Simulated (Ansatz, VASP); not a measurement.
Two plane-wave programs on Zn2Si3N3

```
Zn Si N
1.0
     2.87700    0.00000    0.00000
    -1.43850    2.49156    0.00000
     0.00000    0.00000   33.23713
Zn Si N
4 6 6
Direct
  0.66667 0.33333 0.60383
  0.33333 0.66667 0.39617
  0.66667 0.33333 0.46716
  0.33333 0.66667 0.53284
  0.00000 0.00000 0.03598
  0.00000 0.00000 0.96402
  0.66667 0.33333 0.81643
  0.66667 0.33333 0.74353
  0.33333 0.66667 0.18357
  0.33333 0.66667 0.25647
  0.33333 0.66667 0.05303
  0.66667 0.33333 0.94697
  0.00000 0.00000 0.83347
  0.00000 0.00000 0.72634
  0.00000 0.00000 0.16653
  0.00000 0.00000 0.27366
```

Alike in both runs: functional PBE; k mesh 6 × 6 × 1; occupations gaussian, width 0.2 eV; no spin polarisation.

Ansatz relaxed the structure, and its values are those at the end. VASP's run is a single point on that final structure, the one shown.

|  | VASP | Ansatz |
| --- | --- | --- |
| version | VASP 6.6.1 | Ansatz 0.2.0 |
| potentials or method | VASP PAW PBE potentials, release 64 (Zn, Si, N), cutoff 520 eV | scalar-relativistic, plane waves, PAW |
| valence electrons in the cell | 102 | 102 |

```tsv
	VASP	Ansatz	Ansatz less VASP
gap on the k mesh at the Fermi level (eV)	none	none	-
pressure (GPa)	0.4	0.4	+0.06
rms of the force components (eV/Å)	0.025	0.023	-0.0021
```

A gap of «none» marks a metal or a gap that the smearing closes.

The k mesh is coarse, so the values compare programs but aren't converged.
